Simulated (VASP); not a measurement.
NaH: single point with LDA

The system is NaH.

```xyz
2
Lattice="0.0000 2.3455 2.3455 2.3455 0.0000 2.3455 2.3455 2.3455 0.0000" Properties=species:S:1:pos:R:3 pbc="T T T"
Na    0.0100    0.0100    0.0100
H     2.3455    2.3455    2.3455
```

This cell differs from its parent crystal: atom 1 moved by [0.01, 0.01, 0.01] A.

* Program: VASP 6.6.1
* Task: single point
* Functional: LDA
* Potentials or basis: VASP PAW LDA potentials, release 64 (Na_pv, H)
* Cutoff: 520 eV
* k mesh: 8 × 8 × 8
* Occupations: gaussian, width 0.01 eV
* Spin: no spin polarisation
* Dipole correction: no
* Further INCAR settings: ALGO = Normal; EDIFF = 1e-07; NBANDS = 11

| Quantity | Value |
| --- | --- |
| Pressure | -0.1 GPa |
| Largest force | 0.020 eV/Å |
| Band gap on the k mesh | 3.54 eV, indirect (least direct gap 4.50 eV) |

Forces on the atoms (eV/Å):
```
Na  -0.011 -0.011 -0.011
H    0.011  0.011  0.011
```

Levels at points of the mesh, in eV from the valence-band top:
```csv
k point,band 1,band 2,band 3,band 4,band 5,band 6,band 7,band 8
"(0.00, 0.00, 0.00)",-22.03,-22.03,-22.03,-4.05,11.20,15.84,15.84,15.84
"(0.50, 0.00, 0.00)",-22.16,-22.05,-22.05,-0.96,3.54,11.20,13.62,13.62
"(0.50, 0.50, 0.50)",-22.16,-22.05,-22.05,-0.96,3.54,11.20,13.62,13.62
"(0.50, 0.50, 0.00)",-22.15,-22.07,-22.07,-0.22,4.47,9.98,10.88,10.88
```

Run time: 12 s on 1 thread of AMD EPYC 9R45 96-Core Processor (Zen 5), with other jobs on the host, peak memory 0.11 GiB.

Caveat: the cell differs from its parent crystal (atom 1 moved by [0.01, 0.01, 0.01] A). A k mesh can miss the band edges.
